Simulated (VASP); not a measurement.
# RbCaH3 (Cmmm) in VASP: further runs, part 2 of 2

VASP 6.6.1. Earlier steps stand in the parts before.

## (3) Single point, LDA (strain +0.0225 x Voigt [0, 0, 0, 1, 0, 0])

The input, INCAR:

```
ALGO = Normal
EDIFF = 1E-6
ENCUT = 520
GGA = CA
ISIF = 2
ISMEAR = 0
LASPH = True
LCHARG = False
LREAL = False
LWAVE = False
NBANDS = 19
NELM = 80
PREC = Accurate
SIGMA = 0.05
```

The input, KPOINTS:

```
k-points
0
Gamma
  6 6 6
```

The input, POSCAR:

```
RbCaH3
1.0
    4.5470000000      0.0000000000      0.0000000000
    0.0000000000      4.5470000000      0.0511537500
    0.0000000000      0.0511537500      4.5470000000
Rb Ca H
1 1 3
Direct
    0.0000000000      0.0000000000      0.0000000000
    0.5000000000      0.5000000000      0.5000000000
    0.0000000000      0.5000000000      0.5000000000
    0.5000000000      0.0000000000      0.5000000000
    0.5000000000      0.5000000000      0.0000000000
```

Potentials or basis: VASP PAW LDA potentials, release 64 (Rb_sv, Ca_sv, H).

Command:

```bash
$ cat potpaw_LDA.64/Rb_sv/POTCAR potpaw_LDA.64/Ca_sv/POTCAR potpaw_LDA.64/H/POTCAR > POTCAR
$ mpirun -np 1 vasp_std > vasp.out
```

Run time: 52 s. Hardware: 1 thread of AMD EPYC 9R45 (Zen 5), shared host; peak memory 0.2 GiB.

Results (log left out):

| Item | Value |
| --- | --- |
| Free energy | -15.8089 eV |
| Pressure | -2.4 GPa |
| Band gap on the k mesh | 2.87 eV |

Stress tensor (GPa, compression positive):
```
-2.38  0.00  0.00
 0.00 -2.38 -0.38
 0.00 -0.38 -2.38
```

Levels at points of the mesh, in eV from the valence-band top:
```
           k point  band 7  band 8  band 9  band 10  band 11  band 12  band 13  band 14  band 15  band 16
(0.00, 0.00, 0.00)   -9.36   -9.36   -2.87    -0.43    -0.43     5.79     5.83     5.89     7.14     7.16
(0.50, 0.00, 0.00)   -9.36   -9.34   -1.58    -0.79    -0.18     5.35     5.36     5.62     5.96     6.14
(0.00, 0.50, 0.00)   -9.35   -9.35   -1.57    -0.79    -0.18     5.36     5.36     5.61     5.96     6.14
(0.50, 0.50, 0.00)   -9.52   -9.33   -1.22    -0.05    -0.05     2.87     4.76     4.77     5.53     6.18
(0.00, 0.50, 0.50)   -9.51   -9.33   -1.22    -0.11     0.00     2.87     4.76     4.77     5.53     6.18
(0.50, 0.50, 0.50)   -9.49   -9.49   -0.31    -0.26    -0.20     4.12     4.16     4.20     5.43     6.23
```

Caveat: the cell differs from its parent crystal (strain +0.0225 x Voigt [0, 0, 0, 1, 0, 0]). A k mesh can miss the band edges.

## (4) Single point, LDA (strain +0.0075 x Voigt [0, 0, 0, 1, 0, 0])

The input, INCAR:

```
SYSTEM = RbCaH3
PREC     = Accurate       ! precision mode
ENCUT    = 520            ! plane-wave cutoff, eV
EDIFF    = 1E-6           ! SCF threshold, eV
ISMEAR   = 0              ! smearing method
SIGMA    = 0.05           ! smearing width, eV
LREAL    = .FALSE.        ! projectors in reciprocal space
LASPH    = .TRUE.         ! aspherical terms in the spheres
NELM     = 60             ! most SCF steps
ALGO     = Normal         ! electronic algorithm
ISIF     = 2              ! what is computed and relaxed
LWAVE    = .FALSE.        ! write WAVECAR
LCHARG   = .TRUE.         ! write CHGCAR
LELF     = .TRUE.         ! ELF
LVHAR    = .TRUE.       
NBANDS   = 19             ! bands
```

The input, KPOINTS:

```
regular mesh
0
G
  6 6 6
  0 0 0
```

POSCAR, as its differences from that of step 3:

```diff
@@ -3,4 +3,4 @@
     4.5470000000      0.0000000000      0.0000000000
-    0.0000000000      4.5470000000      0.0511537500
-    0.0000000000      0.0511537500      4.5470000000
+    0.0000000000      4.5470000000      0.0170512500
+    0.0000000000      0.0170512500      4.5470000000
 Rb Ca H
```

Potentials or basis: VASP PAW LDA potentials, release 64 (Rb_sv, Ca_sv, H).

Command:

```bash
$ cat potpaw_LDA.64/Rb_sv/POTCAR potpaw_LDA.64/Ca_sv/POTCAR potpaw_LDA.64/H/POTCAR > POTCAR
$ mpirun -np 1 vasp_std > vasp.out
```

OUTCAR:

```text
SYSTEM = RbCaH3
   PREC = Accurate
   ENCUT = 520
   EDIFF = 1E-6
   ISMEAR = 0
   LREAL = .FALSE.
   LASPH = .TRUE.
   NELM = 60
   ISIF = 2

 ion  position               nearest neighbor table
   1  0.000  0.000  0.000-   3 3.20   3 3.20   4 3.22   4 3.22   5 3.22   5 3.22   4 3.22   5 3.22
                             4 3.22   5 3.22   3 3.23   3 3.23   2 3.93   2 3.93   2 3.93   2 3.93
   2  0.500  0.500  0.500-   1 3.93   1 3.93   1 3.93   1 3.93   1 3.95   1 3.95   1 3.95   1 3.95

[... 738 lines left out ...]
  -------------------------------------------------------------------------------------
  Total       -1.4000379     -1.4001124     -1.4001124      0.0000000     -0.0745347      0.0000000
  in kB      -23.8606139    -23.8618845    -23.8618845      0.0000000     -1.2702820      0.0000000
  external PRESSURE =     -23.8614610 kB  Pullay stress =       0.0000000 kB

 VOLUME and BASIS-vectors are now :
 -----------------------------------------------------------------------------
  energy-cutoff  :      520.00
  volume of cell :       94.01
      direct lattice vectors                 reciprocal lattice vectors
     4.547000000  0.000000000  0.000000000     0.219925225  0.000000000  0.000000000
     0.000000000  4.547000000  0.017051250     0.000000000  0.219928318 -0.000824731
     0.000000000  0.017051250  4.547000000     0.000000000 -0.000824731  0.219928318

 POSITION                                       TOTAL-FORCE (eV/Angst)
 -----------------------------------------------------------------------------------
      0.00000      0.00000      0.00000         0.000000     -0.000000      0.000000
      2.27350      2.28203      2.28203         0.000000      0.000000      0.000000
      0.00000      2.28203      2.28203         0.000000     -0.000000      0.000000
      2.27350      0.00853      2.27350         0.000000     -0.000000      0.000000
      2.27350      2.27350      0.00853         0.000000     -0.000000     -0.000000
 -----------------------------------------------------------------------------------
    total drift:                                0.000000      0.000000      0.000000

  FREE ENERGIE OF THE ION-ELECTRON SYSTEM (eV)
  ---------------------------------------------------
  free  energy   TOTEN  =       -15.8109703478 eV

  energy  without entropy=      -15.8109703478  energy(sigma->0) =      -15.81097035
```

Run time: 55 s. Hardware: 1 thread of AMD EPYC 9R45 (Zen 5), shared host; peak memory 0.21 GiB.

Results:

```
Free energy            : -15.8110 eV
Pressure               : -2.4 GPa
Band gap on the k mesh : 2.91 eV
```

Caveat: the cell differs from its parent crystal (strain +0.0075 x Voigt [0, 0, 0, 1, 0, 0]).

## (5) Summary

| cell | gap on the mesh (eV) | pressure (GPa) |
| --- | --- | --- |
| a = 4.547 Å, angles 89.1, 90.0, 90.0°, 5 atoms | 2.89 | -2.4 |
| a = 4.547 Å, angles 88.7, 90.0, 90.0°, 5 atoms | 2.87 | -2.4 |
| a = 4.547 Å, angles 89.6, 90.0, 90.0°, 5 atoms | 2.91 | -2.4 |

Alike in all rows: task single point; level LDA; potentials or basis VASP PAW LDA potentials, release 64 (Rb_sv, Ca_sv, H); no spin polarisation; k mesh 6 × 6 × 6; cutoff (eV) 520; smearing gaussian 0.05 eV.

Total energies depend on the potentials used, so only differences within one code and one set of settings carry meaning.
